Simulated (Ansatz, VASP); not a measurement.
FeCo: VASP beside Ansatz

```
Fe Co
1.0
     2.84552    0.00000    0.00000
     0.00000    2.84552    0.00000
     0.00000    0.00000    5.69104
Fe Co
2 2
Cartesian
  1.4228 1.4228 1.4228
  1.4228 1.4228 4.2683
  0.0000 0.0000 0.0000
  0.0000 0.0000 2.8455
```

Alike in both runs: task single point; functional PBE; k mesh 12 × 12 × 6; occupations gaussian, width 0.05 eV; collinear spin.

|  | VASP | Ansatz |
| --- | --- | --- |
| version | VASP 6.6.1 | Ansatz 0.2.0 |
| potentials or method | VASP PAW PBE potentials, release 64 (Fe, Co), cutoff 600 eV | scalar-relativistic, plane waves, PAW |
| valence electrons in the cell | 34 | 66 |

Ansatz gave:

```
gap on the k mesh at the Fermi level (eV)                     : none
pressure (GPa)                                                : -2.1
net moment per atom (μB)                                      : 0.00
size of the moment on the site where the two differ most (μB) : 0.94
```

Problem. Estimate VASP's values.

Solution. gap on the k mesh at the Fermi level (eV): none; pressure (GPa): -2.6; net moment per atom (μB): 0.00; size of the moment on the site where the two differ most (μB): 0.91.

Site moments also hang on the region over which each program counts them. A gap of «none» marks a metal or a gap that the smearing closes. With one functional, cell and mesh, what is left measures potentials, basis and numerics. VASP's potentials hold 34 valence electrons a cell and Ansatz's 66, so a difference there can come from the potentials and not from the codes.
